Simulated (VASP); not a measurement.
# N (P6_3/mmc) in VASP: further runs

N is run at these levels: LDA; tasks: single point.

All numbers are computed with VASP 6.6.1; they aren't measurements. Logs are shortened: lines on timing, memory, paths and dates and some standing lists are left out, and cuts for length are marked.

## (1) The cell of the first run

The structure is hexagonal, space group P6_3/mmc (No. 194). The conventional cell has a = 3.520 Å, b = 3.520 Å, c = 5.713 Å, α = 90.00°, β = 90.00°, γ = 120.00°. Within 4.6 Å of N (site symmetry -6m2) lie 12 N at 3.51 to 3.52 Å.

## (2) Single point, LDA, collinear spin, ferromagnetic start (strain -0.030 along x and y, -0.030 along z)

Input file INCAR:

```
ALGO     = Normal         # electronic algorithm
EDIFF    = 1E-6           # SCF threshold, eV
ENCUT    = 520            # plane-wave cutoff, eV
ISIF     = 2              # what is computed and relaxed
ISMEAR   = 0              # smearing method
ISPIN    = 2              # spin polarisation
LASPH    = T              # aspherical terms in the spheres
LCHARG   = F              # write CHGCAR
LORBIT   = 11             # projections on sites
LREAL    = F              # projectors in reciprocal space
LWAVE    = F              # write WAVECAR
MAGMOM   = 3.18 3.18      # initial moments
NBANDS   = 16             # bands
NELM     = 150            # most SCF steps
PREC     = Accurate       # precision mode
SIGMA    = 0.05           # smearing width, eV
```

Input file KPOINTS:

```
k-points
0
Gamma
  12 12 6
```

Input file POSCAR:

```
N
1.0
    3.5201316002      0.0000000000      0.0000000000
   -1.7600658001      3.0485233904      0.0000000000
    0.0000000000      0.0000000000      5.7133000000
N
2
Direct
    0.3333333333      0.6666666667      0.2500000000
    0.6666666667      0.3333333333      0.7500000000
```

Potentials or basis: VASP PAW LDA potentials, release 64 (N).

Command:

```
$ cat potpaw_LDA.64/N/POTCAR > POTCAR
$ mpirun -np 1 vasp_std > vasp.out
```

OUTCAR:

```text
EDIFF = 1E-6
   ENCUT = 520
   ISIF = 2
   ISMEAR = 0
   ISPIN = 2
   LASPH = T
   LORBIT = 11
   LREAL = F
   NELM = 150
   PREC = Accurate

 ion  position               nearest neighbor table
   1  0.333  0.667  0.250-
   2  0.667  0.333  0.750-

  LATTYP: Found a hexagonal cell.
 ALAT       =     3.5201316002
 C/A-ratio  =     1.6230359114

  Lattice vectors:

 A1 = (   3.5201316002,   0.0000000000,   0.0000000000)
 A2 = (  -1.7600658001,   3.0485233904,   0.0000000000)
 A3 = (   0.0000000000,   0.0000000000,   5.7133000000)

Analysis of symmetry for initial positions (statically):
=====================================================================
 Subroutine PRICEL returns:
 Original cell was already a primitive cell.

 Routine SETGRP: Setting up the symmetry group for a
 hexagonal supercell.

 Subroutine GETGRP returns: Found 24 space group operations
 (whereof 12 operations were pure point group operations)
 out of a pool of 24 trial point group operations.

The static configuration has the point symmetry D_3d.
 The point group associated with its full space group is D_6h.

Analysis of symmetry for dynamics (positions and initial velocities):
=====================================================================
 Subroutine PRICEL returns:
 Original cell was already a primitive cell.

 Routine SETGRP: Setting up the symmetry group for a
 hexagonal supercell.

 Subroutine GETGRP returns: Found 24 space group operations
 (whereof 12 operations were pure point group operations)
 out of a pool of 24 trial point group operations.

The dynamic configuration has the point symmetry D_3d.
 The point group associated with its full space group is D_6h.

Analysis of structural, dynamic, and magnetic symmetry:
=====================================================================
 Subroutine PRICEL returns:
 Original cell was already a primitive cell.

 Routine SETGRP: Setting up the symmetry group for a
 hexagonal supercell.

 Subroutine GETGRP returns: Found 24 space group operations
 (whereof 12 operations were pure point group operations)
 out of a pool of 24 trial point group operations.

The overall configuration has the point symmetry D_3d.
 The point group associated with its full space group is D_6h.

 Subroutine INISYM returns: Found 24 space group operations
 (whereof 12 operations are pure point group operations),
 and found     1 'primitive' translations

[... 113 lines left out ...]
     AMIX     =   0.40;   BMIX     =  1.00
     AMIX_MAG =   1.60;   BMIX_MAG =  1.00
  volume/ion in A,a.u.               =      30.66       206.87
  Fermi-wavevector in a.u.,A,eV,Ry     =   0.894464  1.690292 10.885564  0.800066
  Thomas-Fermi vector in A             =   2.016673
   LORBIT       =     11    0 simple, 1 ext, 2 COOP (PROOUT), +10 PAW based schemes
   GGA     = CA    functional components
   LHFCALC =     F    Hartree Fock is set to
   AEXX    =    0.0000 exact exchange contribution
   IVDW    =     0    specifies the selected vdW correction
   LEPSILON=     F    determine dielectric tensor
   LRPA    =     F    only Hartree local field effects (RPA)
 spin polarized calculation
 Gauss-broadening in eV      SIGMA  =   0.05
  energy-cutoff  :      520.00
  volume of cell :       61.31
 maximum number of plane-waves:      1677
 NGX is ok and might be reduce to    28
   NGX = 13   NGY = 13   NGZ = 21

 number of electron      10.0000002 magnetization       6.0000267

 Free energy of the ion-electron system (eV)
  ---------------------------------------------------
  ext. energy  EPLUGINS =         0.00000000
  ---------------------------------------------------
  free energy    TOTEN  =        -5.91056998 eV

  energy without entropy =       -5.91056998  energy(sigma->0) =       -5.91056998

 E-fermi :  -4.7737     XC(G=0):  -6.4383

 val. band max:       -5.0486959902   @ k =   0.0000   0.0000   0.0000
 cond. band min:      -3.2026166112   @ k =   0.0000   0.0000   0.0000
 fundamental gap:      1.8460793790
 Fermi energy:        -4.7737232699

 spin component 1

 k-point     1 :       0.0000    0.0000    0.0000
  band No.  band energies     occupation
      1     -17.3053      1.00000
      2     -16.8758      1.00000
      3      -6.6110      1.00000
      4      -5.2149      1.00000
      5      -5.2149      1.00000
      6      -5.0623      1.00000
[... 435 lines left out ...]
      5      -5.8453      1.00000
      6      -5.4367      1.00000
[... 8 lines left out ...]
     15      12.8142      0.00000
     16      13.0540      0.00000

 [... further k-points ...]

 spin component 2

 k-point     1 :       0.0000    0.0000    0.0000
  band No.  band energies     occupation
      1     -13.3208      1.00000
      2     -12.6850      1.00000
      3      -3.2026      0.00000
      4      -0.9876      0.00000
      5      -0.9876      0.00000
      6      -0.7661      0.00000
[... 435 lines left out ...]
      5      -2.0071      0.00000
      6      -1.3367      0.00000
[... 8 lines left out ...]
     15      14.1630      0.00000
     16      14.7865      0.00000

 [... further k-points ...]
[... 5 lines left out ...]
  --------------------------------------------------------------------------------------
  -------------------------------------------------------------------------------------
  Total       -0.1126625     -0.1126625     -0.1072280      0.0000000     -0.0000000      0.0000000
  in kB       -2.9441145     -2.9441145     -2.8020978      0.0000000     -0.0000000      0.0000000
  external PRESSURE =      -2.8967756 kB  Pullay stress =       0.0000000 kB

 VOLUME and BASIS-vectors are now :
 -----------------------------------------------------------------------------
  energy-cutoff  :      520.00
  volume of cell :       61.31
      direct lattice vectors                 reciprocal lattice vectors
     3.520131600  0.000000000  0.000000000     0.284080288  0.164013831  0.000000000
    -1.760065800  3.048523390  0.000000000     0.000000000  0.328027662  0.000000000
     0.000000000  0.000000000  5.713300000     0.000000000  0.000000000  0.175030193

 POSITION                                       TOTAL-FORCE (eV/Angst)
 -----------------------------------------------------------------------------------
     -0.00000      2.03235      1.42833        -0.000000     -0.000000      0.000000
      1.76007      1.01617      4.28498         0.000000      0.000000      0.000000
 -----------------------------------------------------------------------------------
    total drift:                                0.000000     -0.000000      0.000000

  FREE ENERGIE OF THE ION-ELECTRON SYSTEM (eV)
  ---------------------------------------------------
  free  energy   TOTEN  =        -5.9105699830 eV

  energy  without entropy=       -5.9105699830  energy(sigma->0) =       -5.91056998

 total charge

# of ion       s       p       d       tot
------------------------------------------
    1        1.352   1.889   0.000   3.241
    2        1.352   1.889   0.000   3.241
--------------------------------------------------
tot          2.703   3.778   0.000   6.481

 magnetization (x)

# of ion       s       p       d       tot
------------------------------------------
    1        0.038   1.889   0.000   1.927
    2        0.038   1.889   0.000   1.927
--------------------------------------------------
tot          0.077   3.777   0.000   3.854
```

stdout:

```text
POSCAR found type information on POSCAR N
 POSCAR found :  1 types and       2 ions
 scaLAPACK will be used
 LDA part: xc-table for (Slater(with rela. corr.)+CA(PZ))
 , standard interpolation
 POSCAR, INCAR and KPOINTS ok, starting setup
 FFT: planning ... GRIDC
 FFT: planning ... GRID_SOFT
 FFT: planning ... GRID
 WAVECAR not read
 entering main loop
```

It took 54 s on 1 thread of AMD EPYC 9R45 (Zen 5), shared host; peak memory 0.18 GiB.

Results:

* Free energy: -5.9106 eV
* Pressure: -0.3 GPa
* Band gap on the k mesh: 1.85 eV
* Net moment: 6.00 μB per cell
* Site moments: N +1.93 μB
* Valence electrons inside the program's atomic spheres: N 3.24

Caveat: the cell differs from its parent crystal (strain -0.030 along x and y, -0.030 along z); the atoms stand far beyond bonding distance. A k mesh can miss the band edges.

## (3) Single point, LDA, collinear spin, ferromagnetic start (strain -0.030 along x and y, -0.015 along z)

Input file INCAR:

```
PREC = Accurate ; ENCUT = 520
EDIFF = 1E-6 ; ISMEAR = 0
SIGMA = 0.05 ; LREAL = F
LASPH = T ; NELM = 150
ALGO = Normal ; ISIF = 2
LWAVE = F ; LCHARG = F
ISPIN = 2 ; MAGMOM = 3.18 3.18
LORBIT = 11 ; GGA = CA
NBANDS = 16
```

Input file KPOINTS:

```
Automatic mesh
0
Gamma
  12 12 6
```

POSCAR: that of step 2 with these lines changed.

```diff
@@ -4,3 +4,3 @@
    -1.7600658001      3.0485233904      0.0000000000
-    0.0000000000      0.0000000000      5.7133000000
+    0.0000000000      0.0000000000      5.8016500000
 N
```

Potentials or basis: VASP PAW LDA potentials, release 64 (N).

Command:

```
$ cat potpaw_LDA.64/N/POTCAR > POTCAR
$ mpirun -np 1 vasp_std > vasp.out
```

OUTCAR:

```text
PREC = Accurate
   ENCUT = 520
   EDIFF = 1E-6
   ISMEAR = 0
   LREAL = F
   LASPH = T
   NELM = 150
   ISIF = 2
   ISPIN = 2
   LORBIT = 11
   GGA = CA

 ion  position               nearest neighbor table
   1  0.333  0.667  0.250-
   2  0.667  0.333  0.750-

  LATTYP: Found a hexagonal cell.
 ALAT       =     3.5201316002
 C/A-ratio  =     1.6481344049

  Lattice vectors:

 A1 = (   3.5201316002,   0.0000000000,   0.0000000000)
 A2 = (  -1.7600658001,   3.0485233904,   0.0000000000)
 A3 = (   0.0000000000,   0.0000000000,   5.8016500000)

Analysis of symmetry for initial positions (statically):
=====================================================================
 Subroutine PRICEL returns:
 Original cell was already a primitive cell.

 Routine SETGRP: Setting up the symmetry group for a
 hexagonal supercell.

 Subroutine GETGRP returns: Found 24 space group operations
[... 636 lines left out ...]
      6      -5.4679      1.00000
[... 8 lines left out ...]
     15      12.7508      0.00000
     16      12.9927      0.00000

 [... further k-points ...]

 spin component 2

 k-point     1 :       0.0000    0.0000    0.0000
  band No.  band energies     occupation
      1     -13.3411      1.00000
      2     -12.7517      1.00000
      3      -3.2236      0.00000
      4      -1.0205      0.00000
      5      -1.0205      0.00000
      6      -0.8413      0.00000
[... 435 lines left out ...]
      5      -2.0594      0.00000
      6      -1.3642      0.00000
[... 8 lines left out ...]
     15      14.0774      0.00000
     16      14.7030      0.00000

 [... further k-points ...]
[... 5 lines left out ...]
  --------------------------------------------------------------------------------------
  -------------------------------------------------------------------------------------
  Total       -0.1187495     -0.1187495     -0.1263696      0.0000000      0.0000000     -0.0000000
  in kB       -3.0559222     -3.0559222     -3.2520207      0.0000000      0.0000000     -0.0000000
  external PRESSURE =      -3.1212884 kB  Pullay stress =       0.0000000 kB

 VOLUME and BASIS-vectors are now :
 -----------------------------------------------------------------------------
  energy-cutoff  :      520.00
  volume of cell :       62.26
      direct lattice vectors                 reciprocal lattice vectors
     3.520131600  0.000000000  0.000000000     0.284080288  0.164013831  0.000000000
    -1.760065800  3.048523390  0.000000000     0.000000000  0.328027662  0.000000000
     0.000000000  0.000000000  5.801650000     0.000000000  0.000000000  0.172364758

 POSITION                                       TOTAL-FORCE (eV/Angst)
 -----------------------------------------------------------------------------------
     -0.00000      2.03235      1.45041        -0.000000      0.000000      0.000000
      1.76007      1.01617      4.35124         0.000000     -0.000000      0.000000
 -----------------------------------------------------------------------------------
    total drift:                                0.000000     -0.000000      0.000000

  FREE ENERGIE OF THE ION-ELECTRON SYSTEM (eV)
  ---------------------------------------------------
  free  energy   TOTEN  =        -5.9092719586 eV

  energy  without entropy=       -5.9092719586  energy(sigma->0) =       -5.90927196

 total charge

# of ion       s       p       d       tot
------------------------------------------
    1        1.352   1.889   0.000   3.241
    2        1.352   1.889   0.000   3.241
--------------------------------------------------
tot          2.704   3.777   0.000   6.481

 magnetization (x)

# of ion       s       p       d       tot
------------------------------------------
    1        0.038   1.888   0.000   1.926
    2        0.038   1.888   0.000   1.926
--------------------------------------------------
tot          0.076   3.777   0.000   3.853
```

stdout:

```text
POSCAR found type information on POSCAR N
 POSCAR found :  1 types and       2 ions
 scaLAPACK will be used
 LDA part: xc-table for (Slater(with rela. corr.)+CA(PZ))
 , standard interpolation
 POSCAR, INCAR and KPOINTS ok, starting setup
 FFT: planning ... GRIDC
 FFT: planning ... GRID_SOFT
 FFT: planning ... GRID
 WAVECAR not read
 entering main loop
```

Run time: 56 s. Hardware: 1 thread of AMD EPYC 9R45 (Zen 5), shared host; peak memory 0.19 GiB.

Results:

| Item | Value |
| --- | --- |
| Free energy | -5.9093 eV |
| Pressure | -0.3 GPa |
| Band gap on the k mesh | 1.89 eV |
| Net moment | 6.00 μB per cell |
| Site moments | N +1.93 μB |
| Valence electrons inside the program's atomic spheres | N 3.24 |

Levels at points of the mesh, in eV from the valence-band top:
Spin up:
```csv
k point,band 4,band 5,band 6,band 7,band 8,band 9,band 10,band 11,band 12,band 13
"(0.00, 0.00, 0.00)",-0.14,-0.14,-0.02,0.00,0.00,6.98,10.80,11.21,17.66,17.66
"(0.50, 0.00, 0.00)",-1.08,-0.76,-0.44,-0.32,-0.15,10.66,10.78,11.68,12.83,13.84
"(0.00, 0.00, 0.50)",-0.82,-0.07,-0.07,-0.07,-0.07,8.35,8.35,14.35,14.35,17.92
"(0.50, 0.00, 0.50)",-1.41,-0.34,-0.34,-0.30,-0.30,10.72,10.72,11.98,11.98,14.92
```
Spin down:
| k point | band 1 | band 2 | band 3 | band 4 | band 5 | band 6 |
| --- | --- | --- | --- | --- | --- | --- |
| (0.00, 0.00, 0.00) | -8.23 | -7.64 | 1.89 | 4.09 | 4.09 | 4.27 |
| (0.50, 0.00, 0.00) | -7.62 | -7.45 | 2.08 | 2.60 | 3.09 | 3.62 |
| (0.00, 0.00, 0.50) | -7.95 | -7.95 | 2.92 | 2.92 | 4.19 | 4.19 |
| (0.50, 0.00, 0.50) | -7.53 | -7.53 | 2.07 | 2.07 | 3.77 | 3.77 |

Caveat: the cell differs from its parent crystal (strain -0.030 along x and y, -0.015 along z); the atoms stand far beyond bonding distance. A k mesh can miss the band edges.

## (4) Single point, LDA, collinear spin, ferromagnetic start (strain -0.030 along x and y, +0.000 along z)

Input file INCAR:

```
PREC = Accurate ; ENCUT = 520
EDIFF = 1E-6 ; ISMEAR = 0
SIGMA = 0.05 ; LREAL = False
LASPH = True ; NELM = 150
ALGO = Normal ; ISIF = 2
LWAVE = False ; LCHARG = True
ISPIN = 2 ; MAGMOM = 3.18 3.18
LORBIT = 11 ; LELF = True
LVHAR = True ; NBANDS = 16
```

KPOINTS is that of step 3.

POSCAR: that of step 3 with these lines changed.

```diff
@@ -4,3 +4,3 @@
    -1.7600658001      3.0485233904      0.0000000000
-    0.0000000000      0.0000000000      5.8016500000
+    0.0000000000      0.0000000000      5.8900000000
 N
```

Potentials or basis: VASP PAW LDA potentials, release 64 (N).

Command:

```
$ cat potpaw_LDA.64/N/POTCAR > POTCAR
$ mpirun -np 1 vasp_std > vasp.out
```

OUTCAR:

```text
PREC = Accurate
   ENCUT = 520
   EDIFF = 1E-6
   ISMEAR = 0
   LREAL = False
   LASPH = True
   NELM = 150
   ISIF = 2
   ISPIN = 2
   LORBIT = 11

 ion  position               nearest neighbor table
   1  0.333  0.667  0.250-
   2  0.667  0.333  0.750-

  LATTYP: Found a hexagonal cell.
 ALAT       =     3.5201316002
 C/A-ratio  =     1.6732328984

  Lattice vectors:

 A1 = (   3.5201316002,   0.0000000000,   0.0000000000)
 A2 = (  -1.7600658001,   3.0485233904,   0.0000000000)
 A3 = (   0.0000000000,   0.0000000000,   5.8900000000)

[... 1127 lines left out ...]
  external PRESSURE =      -3.3111199 kB  Pullay stress =       0.0000000 kB

 VOLUME and BASIS-vectors are now :
 -----------------------------------------------------------------------------
  energy-cutoff  :      520.00
  volume of cell :       63.21
      direct lattice vectors                 reciprocal lattice vectors
     3.520131600  0.000000000  0.000000000     0.284080288  0.164013831  0.000000000
    -1.760065800  3.048523390  0.000000000     0.000000000  0.328027662  0.000000000
     0.000000000  0.000000000  5.890000000     0.000000000  0.000000000  0.169779287

 POSITION                                       TOTAL-FORCE (eV/Angst)
 -----------------------------------------------------------------------------------
     -0.00000      2.03235      1.47250        -0.000000      0.000000      0.000000
      1.76007      1.01617      4.41750         0.000000     -0.000000      0.000000
 -----------------------------------------------------------------------------------
    total drift:                                0.000000     -0.000000      0.000000

  FREE ENERGIE OF THE ION-ELECTRON SYSTEM (eV)
  ---------------------------------------------------
  free  energy   TOTEN  =        -5.9077313901 eV

  energy  without entropy=       -5.9077313901  energy(sigma->0) =       -5.90773139

 total charge

# of ion       s       p       d       tot
------------------------------------------
    1        1.352   1.889   0.000   3.240
    2        1.352   1.889   0.000   3.240
--------------------------------------------------
tot          2.704   3.777   0.000   6.481

 magnetization (x)

# of ion       s       p       d       tot
------------------------------------------
    1        0.038   1.888   0.000   1.926
    2        0.038   1.888   0.000   1.926
--------------------------------------------------
tot          0.076   3.776   0.000   3.852
```

It took 61 s on 1 thread of AMD EPYC 9R45 (Zen 5), shared host; peak memory 0.19 GiB.

Results:

| Item | Value |
| --- | --- |
| Free energy | -5.9077 eV |
| Pressure | -0.3 GPa |
| Band gap on the k mesh | 1.92 eV |
| Net moment | 6.00 μB per cell |
| Site moments | N +1.93 μB |
| Valence electrons inside the program's atomic spheres | N 3.24 |

Caveat: the cell differs from its parent crystal (strain -0.030 along x and y, +0.000 along z); the atoms stand far beyond bonding distance.

(Continued in part 2 of 2.)
